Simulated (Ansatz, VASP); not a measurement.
**Nb3C4: VASP beside Ansatz**

```xyz
7
Lattice="4.3897 0.0000 0.0000 0.0000 4.3897 0.0000 0.0000 0.0000 4.3897" Properties=species:S:1:pos:R:3 pbc="T T T"
Nb    0.0000    2.1949    2.1949
Nb    2.1949    0.0000    2.1949
Nb    2.1949    2.1949    0.0000
C     2.1949    0.0000    0.0000
C     0.0000    2.1949    0.0000
C     0.0000    0.0000    2.1949
C     0.0000    0.0000    0.0000
```

Alike in both runs: task relaxation of cell and atoms; functional PBE; k mesh 8 × 8 × 8; occupations gaussian, width 0.1 eV; no spin polarisation.

|  | VASP | Ansatz |
| --- | --- | --- |
| version | VASP 6.6.1 | Ansatz 0.2.0 |
| potentials or method | VASP PAW PBE potentials, release 64 (Nb_sv, C), cutoff 600 eV | scalar-relativistic, plane waves, PAW |
| valence electrons in the cell | 55 | 55 |

|  | VASP | Ansatz | Ansatz less VASP |
| --- | --- | --- | --- |
| gap on the k mesh at the Fermi level, each at its own relaxed structure (eV) | none | none | - |
| relaxed volume (Å³/atom) | 12.08 | 12.10 | +0.018 |
| relaxed length of the cell vector where the two differ most in proportion (Å) | 4.390 | 4.392 | +0.0022 |

A gap of «none» marks a metal or a gap that the smearing closes.

Noted on VASP's run: the relaxation stopped at its first step, so nothing moved.
